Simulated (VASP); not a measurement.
# CSe2 (Cmce) in VASP: notebook

CSe2 is run at these levels: PBE; tasks: single point.

Program: VASP 6.6.1. These are calculated values, not measurements. Logs are shortened: lines on timing, memory, paths and dates and some standing lists are left out, and cuts for length are marked.

### 1 The cell of the first run

Symmetry: Cmce, No. 64, orthorhombic system. Conventional cell: a = 6.236 Å, b = 5.592 Å, c = 8.628 Å, α = 90.00°, β = 90.00°, γ = 90.00°. Within 2.2 Å of C (site symmetry 2/m) lie 2 Se at 1.66 Å. Se (site symmetry m) has 1 C at 1.66 Å within 2.2 Å.

### 2 Single point, PBE

INCAR reads:

```
SYSTEM = CSe2
ALGO = Normal
EDIFF = 1E-6
ENCUT = 520
GGA = PE
ISIF = 2
ISMEAR = -1
LASPH = .True.
LCHARG = .True.
LELF = .True.
LREAL = .False.
LVHAR = .True.
LWAVE = .False.
NBANDS = 25
NELM = 100
PREC = Accurate
SIGMA = 0.1
```

KPOINTS reads:

```
k-points
0
Gamma
  4 4 2
  0 0 0
```

POSCAR reads:

```
CSe2
1.0
    3.1177540000      2.7958680000      0.0000000000
    3.1177540000     -2.7958680000      0.0000000000
    0.0000000000      0.0000000000     -8.6275700000
C Se
2 4
Direct
    0.0000000000      0.0000000000      0.0000000000
    0.5000000000      0.5000000000      0.5000000000
    0.2237000000      0.7763000000      0.8732000000
    0.2763000000      0.7237000000      0.3732000000
    0.7763000000      0.2237000000      0.1268000000
    0.7237000000      0.2763000000      0.6268000000
```

Potentials or basis: VASP PAW PBE potentials, release 64 (C, Se).

Command:

```
$ cat potpaw_PBE.64/C/POTCAR potpaw_PBE.64/Se/POTCAR > POTCAR
$ mpirun -np 1 vasp_std > vasp.out
```

OUTCAR:

```text
SYSTEM = CSe2
   EDIFF = 1E-6
   ENCUT = 520
   GGA = PE
   ISIF = 2
   ISMEAR = -1
   LASPH = .True.
   LREAL = .False.
   NELM = 100
   PREC = Accurate

 ion  position               nearest neighbor table
   1  0.000  0.000  0.000-   3 1.66   5 1.66
   2  0.500  0.500  0.500-   4 1.66   6 1.66
   3  0.224  0.776  0.873-   1 1.66
   4  0.276  0.724  0.373-   2 1.66
   5  0.776  0.224  0.127-   1 1.66
   6  0.724  0.276  0.627-   2 1.66

  LATTYP: Found a base centered orthorhombic cell.
 ALAT       =     5.5917360000
 B/A-ratio  =     1.1151291835
 C/A-ratio  =     1.5429144008

  Lattice vectors:

 A1 = (  -3.1177540000,   2.7958680000,   0.0000000000)
 A2 = (   3.1177540000,   2.7958680000,   0.0000000000)
 A3 = (   0.0000000000,   0.0000000000,  -8.6275700000)

Analysis of symmetry for initial positions (statically):
=====================================================================
 Subroutine PRICEL returns:
 Original cell was already a primitive cell.

 Routine SETGRP: Setting up the symmetry group for a
 base centered orthorhombic supercell.

 Subroutine GETGRP returns: Found  8 space group operations
 (whereof  4 operations were pure point group operations)
 out of a pool of  8 trial point group operations.

The static configuration has the point symmetry C_2h.
 The point group associated with its full space group is D_2h.

Analysis of symmetry for dynamics (positions and initial velocities):
=====================================================================
 Subroutine PRICEL returns:
 Original cell was already a primitive cell.

 Routine SETGRP: Setting up the symmetry group for a
 base centered orthorhombic supercell.

 Subroutine GETGRP returns: Found  8 space group operations
 (whereof  4 operations were pure point group operations)
 out of a pool of  8 trial point group operations.

The dynamic configuration has the point symmetry C_2h.
 The point group associated with its full space group is D_2h.

 Subroutine INISYM returns: Found  8 space group operations
 (whereof  4 operations are pure point group operations),
 and found     1 'primitive' translations

----------------------------------------------------------------------------------------

                                     Primitive cell

  volume of cell :     150.4101

  direct lattice vectors                    reciprocal lattice vectors
     3.117754000  2.795868000  0.000000000     0.160371857  0.178835338  0.000000000
     3.117754000 -2.795868000  0.000000000     0.160371857 -0.178835338  0.000000000
     0.000000000  0.000000000 -8.627570000     0.000000000  0.000000000 -0.115907492

  length of vectors
     4.187752127  4.187752127  8.627570000     0.240210764  0.240210764  0.115907492

  position of ions in fractional coordinates (direct lattice)
     0.000000000  0.000000000  0.000000000
     0.500000000  0.500000000  0.500000000
     0.223700000  0.776300000  0.873200000
     0.276300000  0.723700000  0.373200000
     0.776300000  0.223700000  0.126800000
     0.723700000  0.276300000  0.626800000

  ion indices of the primitive-cell ions
   primitive index   ion index
                 1           1
                 2           2
                 3           3
                 4           4
                 5           5
                 6           6

----------------------------------------------------------------------------------------

 KPOINTS: k-points

Automatic generation of k-mesh.
 Grid dimensions read from file:
 generate k-points for:    4    4    2

 Generating k-lattice:

  Cartesian coordinates                     Fractional coordinates (reciprocal lattice)
     0.040092964  0.044708835  0.000000000     0.250000000  0.000000000  0.000000000
     0.040092964 -0.044708835  0.000000000     0.000000000  0.250000000  0.000000000
     0.000000000  0.000000000 -0.057953746     0.000000000  0.000000000  0.500000000

  Length of vectors
     0.060052691  0.060052691  0.057953746

  Shift w.r.t. Gamma in fractional coordinates (k-lattice)
     0.000000000  0.000000000  0.000000000

 Subroutine IBZKPT returns following result:
 ===========================================

 Found     14 irreducible k-points:

 Following reciprocal coordinates:
            Coordinates               Weight
  0.000000  0.000000  0.000000      1.000000
  0.250000  0.000000  0.000000      4.000000
  0.500000  0.000000  0.000000      2.000000
  0.250000  0.250000  0.000000      2.000000
  0.500000  0.250000  0.000000      4.000000
 -0.250000  0.250000  0.000000      2.000000
  0.500000  0.500000  0.000000      1.000000
  0.000000  0.000000  0.500000      1.000000
  0.250000  0.000000  0.500000      4.000000
  0.500000  0.000000  0.500000      2.000000
  0.250000  0.250000  0.500000      2.000000
  0.500000  0.250000  0.500000      4.000000
 -0.250000  0.250000  0.500000      2.000000
  0.500000  0.500000  0.500000      1.000000
   k-points           NKPTS =     14   k-points in BZ     NKDIM =     14   number of bands    NBANDS=     25
   number of dos      NEDOS =    301   number of ions     NIONS =      6
   total plane-waves  NPLWV =  65536
   dimension x,y,z NGX =    32 NGY =   32 NGZ =   64
   dimension x,y,z NGXF=    64 NGYF=   64 NGZF=  128
   ions per type =               2   4
   NGX,Y,Z   is equivalent  to a cutoff of  12.70, 12.70, 12.33 a.u.
   NGXF,Y,Z  is equivalent  to a cutoff of  25.41, 25.41, 24.66 a.u.
 SYSTEM =  CSe2
   PREC   = accura    normal or accurate (medium, high low for compatibility)
   ISTART =      0    job   : 0-new  1-cont  2-samecut
   ICHARG =      2    charge: 1-file 2-atom 10-const
   ISPIN  =      1    spin polarized calculation?
   LNONCOLLINEAR =      F non collinear calculations
   LSORBIT =      F    spin-orbit coupling
   LASPH  =      T    aspherical Exc in radial PAW
   ENCUT  =  520.0 eV  38.22 Ry    6.18 a.u.   7.79  7.79 16.04*2*pi/ulx,y,z
   NELM   =    100;   NELMIN=  2; NELMDL= -5     # of ELM steps
   EDIFF  = 0.1E-05   stopping-criterion for ELM
   LREAL  =      F    real-space projection
   EDIFFG = 0.1E-04   stopping-criterion for IOM
   NSW    =      0    number of steps for IOM
   IBRION =     -1    ionic relax: 0-MD 1-quasi-New 2-CG
   NFREE  =      0    steps in history (QN), initial steepest desc. (CG)
   ISIF   =      2    stress and relaxation
   ISYM   =      2    0-nonsym 1-usesym 2-fastsym
   POTIM  = 0.5000    time-step for ionic-motion
   TEBEG  =    0.0;   TEEND  =   0.0 temperature during run
   PSTRESS=    0.0 pullay stress
   NELECT =      32.0000    total number of electrons
   NUPDOWN=      -1.0000    fix difference up-down
   EMIN   =  10.00;   EMAX   =-10.00  energy-range for DOS
   EFERMI =   0.00;   METHOD = LEGACY
   ISMEAR =    -1;   SIGMA  =   0.10  broadening in eV -4-tet -1-fermi 0-gaus
   EFERMI_NEDOS =   21; number of points for ismear=-14 and -15
   IALGO  =     38    algorithm
   IMIX   =      4    mixing-type and parameters
     AMIX     =   0.40;   BMIX     =  1.00
     AMIX_MAG =   1.60;   BMIX_MAG =  1.00
  volume/ion in A,a.u.               =      25.07       169.17
  Fermi-wavevector in a.u.,A,eV,Ry     =   0.977310  1.846849 12.995407  0.955135
  Thomas-Fermi vector in A             =   2.107998
   LORBIT       =      0    0 simple, 1 ext, 2 COOP (PROOUT), +10 PAW based schemes
   GGA     = PE    functional components
   LHFCALC =     F    Hartree Fock is set to
   AEXX    =    0.0000 exact exchange contribution
   IVDW    =     0    specifies the selected vdW correction
   LEPSILON=     F    determine dielectric tensor
   LRPA    =     F    only Hartree local field effects (RPA)
 non-spin polarized calculation
  energy-cutoff  :      520.00
  volume of cell :      150.41
 maximum number of plane-waves:      4082
   NGX = 15   NGY = 15   NGZ = 33

 number of electron      31.9999997 magnetization

 Free energy of the ion-electron system (eV)
  ---------------------------------------------------
  ext. energy  EPLUGINS =         0.00000000
  ---------------------------------------------------
  free energy    TOTEN  =       -27.92400866 eV

  energy without entropy =      -27.92392747  energy(sigma->0) =      -27.92396806

 E-fermi :   1.9896     XC(G=0):  -8.3257

 val. band max:        1.2196410318   @ k =   0.5000   0.5000   0.0000
 cond. band min:       2.7786883039   @ k =   0.0000   0.0000   0.0000
 fundamental gap:      1.5590472722
 Fermi energy:         1.9896029181

 k-point     1 :       0.0000    0.0000    0.0000
  band No.  band energies     occupation
      1     -14.6056      2.00000
      2     -14.3261      2.00000
      3     -12.4864      2.00000
      4     -12.0713      2.00000
      5      -6.4323      2.00000
      6      -5.8358      2.00000
[... 17 lines left out ...]
     24       8.5664      0.00000
     25       8.9514      0.00000

 k-point     2 :       0.2500    0.0000    0.0000
  band No.  band energies     occupation
      1     -14.4736      2.00000
      2     -14.2656      2.00000
      3     -12.4657      2.00000
      4     -12.1880      2.00000
      5      -6.4429      2.00000
      6      -5.9227      2.00000
[... 17 lines left out ...]
     24       8.0743      0.00000
     25       9.0972      0.00000

 k-point     3 :       0.5000    0.0000    0.0000
  band No.  band energies     occupation
      1     -14.2637      2.00000
      2     -14.2637      2.00000
      3     -12.3863      2.00000
      4     -12.3863      2.00000
      5      -6.2394      2.00000
      6      -6.2394      2.00000
[... 272 lines left out ...]
 k-point    13 :      -0.2500    0.2500    0.5000
  band No.  band energies     occupation
      1     -14.2721      2.00000
      2     -14.2721      2.00000
      3     -12.3744      2.00000
      4     -12.3744      2.00000
      5      -6.1758      2.00000
      6      -6.1758      2.00000
[... 17 lines left out ...]
     24       8.7015      0.00000
     25       9.5420      0.00000

 k-point    14 :       0.5000    0.5000    0.5000
  band No.  band energies     occupation
      1     -14.1403      2.00000
      2     -14.1403      2.00000
      3     -12.3297      2.00000
      4     -12.3297      2.00000
      5      -6.3929      2.00000
      6      -6.3929      2.00000
[... 17 lines left out ...]
     24       7.3022      0.00000
     25       9.9137      0.00000

------------------------ aborting loop because EDIFF is reached ----------------------------------------

  FORCE on cell =-STRESS in cart. coord.  units (eV):
  Direction    XX          YY          ZZ          XY          YZ          ZX
  --------------------------------------------------------------------------------------
  -------------------------------------------------------------------------------------
  Total        2.4754660      9.7470725      8.1457157      0.0000000      0.0000000      0.0000000
  in kB       26.3688111    103.8263973     86.7686494      0.0000000      0.0000000      0.0000000
  external PRESSURE =      72.3212859 kB  Pullay stress =       0.0000000 kB

 VOLUME and BASIS-vectors are now :
 -----------------------------------------------------------------------------
  energy-cutoff  :      520.00
  volume of cell :      150.41
      direct lattice vectors                 reciprocal lattice vectors
     3.117754000  2.795868000  0.000000000     0.160371857  0.178835338  0.000000000
     3.117754000 -2.795868000  0.000000000     0.160371857 -0.178835338  0.000000000
     0.000000000  0.000000000 -8.627570000     0.000000000  0.000000000 -0.115907492

 POSITION                                       TOTAL-FORCE (eV/Angst)
 -----------------------------------------------------------------------------------
      0.00000      0.00000      0.00000         0.000000      0.000000      0.000000
      3.11775      0.00000     -4.31379         0.000000      0.000000      0.000000
      3.11775     -1.54500     -7.53359         0.000000      1.469968      1.309911
      3.11775     -1.25087     -3.21981         0.000000     -1.469968      1.309911
      3.11775      1.54500     -1.09398         0.000000     -1.469968     -1.309911
      3.11775      1.25087     -5.40776         0.000000      1.469968     -1.309911
 -----------------------------------------------------------------------------------
    total drift:                                0.000000     -0.000000     -0.000000

  FREE ENERGIE OF THE ION-ELECTRON SYSTEM (eV)
  ---------------------------------------------------
  free  energy   TOTEN  =       -27.9240086563 eV

  energy  without entropy=      -27.9239274665  energy(sigma->0) =      -27.92396806
```

Wall time 40 s (1 thread of Intel Xeon Platinum 8375C at 2.90GHz (Ice Lake), shared host); peak memory 0.24 GiB.

What came out:

| Item | Value |
| --- | --- |
| Free energy | -27.9240 eV |
| Pressure | 7.2 GPa |
| Largest force | 1.969 eV/Å |
| Band gap on the k mesh | 1.56 eV, indirect (least direct gap 1.84 eV) |

Forces on the atoms (eV/Å):
```
C    0.000  0.000  0.000
C    0.000  0.000  0.000
Se   0.000  1.470  1.310
Se   0.000 -1.470  1.310
Se   0.000 -1.470 -1.310
Se   0.000  1.470 -1.310
```

Caveat: forces of over 1 eV/Å act on the atoms, so gaps and moduli don't describe the material at rest.

### 3 Single point, PBE

INCAR reads:

```
SYSTEM = CSe2
ALGO = Normal
EDIFF = 1E-7
ENCUT = 520
GGA = PE
ISIF = 2
ISMEAR = -1
LASPH = .TRUE.
LCHARG = .FALSE.
LREAL = .FALSE.
LWAVE = .FALSE.
NBANDS = 25
NELM = 60
PREC = Accurate
SIGMA = 0.1
```

KPOINTS reads:

```
Automatic mesh
0
Gamma
  4 4 2
  0.5 0.5 0.5
```

POSCAR is that of step 2.

Potentials or basis: VASP PAW PBE potentials, release 64 (C, Se).

Command:

```
$ cat potpaw_PBE.64/C/POTCAR potpaw_PBE.64/Se/POTCAR > POTCAR
$ mpirun -np 1 vasp_std > vasp.out
```

OUTCAR:

```text
SYSTEM = CSe2
   EDIFF = 1E-7
   ENCUT = 520
   GGA = PE
   ISIF = 2
   ISMEAR = -1
   LASPH = .TRUE.
   LREAL = .FALSE.
   NELM = 60
   PREC = Accurate

 ion  position               nearest neighbor table
   1  0.000  0.000  0.000-   3 1.66   5 1.66
   2  0.500  0.500  0.500-   4 1.66   6 1.66
   3  0.224  0.776  0.873-   1 1.66
   4  0.276  0.724  0.373-   2 1.66
   5  0.776  0.224  0.127-   1 1.66
   6  0.724  0.276  0.627-   2 1.66

  LATTYP: Found a base centered orthorhombic cell.
 ALAT       =     5.5917360000
[... 353 lines left out ...]
  -------------------------------------------------------------------------------------
  Total        2.5928395      9.8150303      8.0602430      0.0000000     -0.0000000      0.0000000
  in kB       27.6190805    104.5502874     85.8581890      0.0000000     -0.0000000      0.0000000
  external PRESSURE =      72.6758523 kB  Pullay stress =       0.0000000 kB

 VOLUME and BASIS-vectors are now :
 -----------------------------------------------------------------------------
  energy-cutoff  :      520.00
  volume of cell :      150.41
      direct lattice vectors                 reciprocal lattice vectors
     3.117754000  2.795868000  0.000000000     0.160371857  0.178835338  0.000000000
     3.117754000 -2.795868000  0.000000000     0.160371857 -0.178835338  0.000000000
     0.000000000  0.000000000 -8.627570000     0.000000000  0.000000000 -0.115907492

 POSITION                                       TOTAL-FORCE (eV/Angst)
 -----------------------------------------------------------------------------------
      0.00000      0.00000      0.00000         0.000000      0.000000     -0.000000
      3.11775      0.00000     -4.31379         0.000000     -0.000000     -0.000000
      3.11775     -1.54500     -7.53359         0.000000      1.457304      1.297796
      3.11775     -1.25087     -3.21981         0.000000     -1.457304      1.297796
      3.11775      1.54500     -1.09398         0.000000     -1.457304     -1.297796
      3.11775      1.25087     -5.40776         0.000000      1.457304     -1.297796
 -----------------------------------------------------------------------------------
    total drift:                                0.000000     -0.000000      0.000000

  FREE ENERGIE OF THE ION-ELECTRON SYSTEM (eV)
  ---------------------------------------------------
  free  energy   TOTEN  =       -27.9155142988 eV

  energy  without entropy=      -27.9154740202  energy(sigma->0) =      -27.91549416
```

stdout:

```text
POSCAR found type information on POSCAR C Se
 POSCAR found :  2 types and       6 ions
 scaLAPACK will be used
 LDA part: xc-table for (Slater+PW92), standard interpolation
 POSCAR, INCAR and KPOINTS ok, starting setup
 FFT: planning ... GRIDC
 FFT: planning ... GRID_SOFT
 FFT: planning ... GRID
 WAVECAR not read
 entering main loop
```

Run time: 25 s. Hardware: 1 thread of Intel Xeon Platinum 8375C at 2.90GHz (Ice Lake), shared host; peak memory 0.23 GiB.

Results:

```yaml
Free_energy: -27.9155 eV
Pressure: 7.3 GPa
Largest_force: 1.951 eV/Å
Band_gap_on_the_k_mesh: 2.22 eV, indirect (least direct gap 2.25 eV)
```

Forces on the atoms (eV/Å):
```
C    0.000  0.000  0.000
C    0.000  0.000  0.000
Se   0.000  1.457  1.298
Se   0.000 -1.457  1.298
Se   0.000 -1.457 -1.298
Se   0.000  1.457 -1.298
```

Caveat: forces of over 1 eV/Å act on the atoms, so gaps and moduli don't describe the material at rest. A k mesh can miss the band edges.
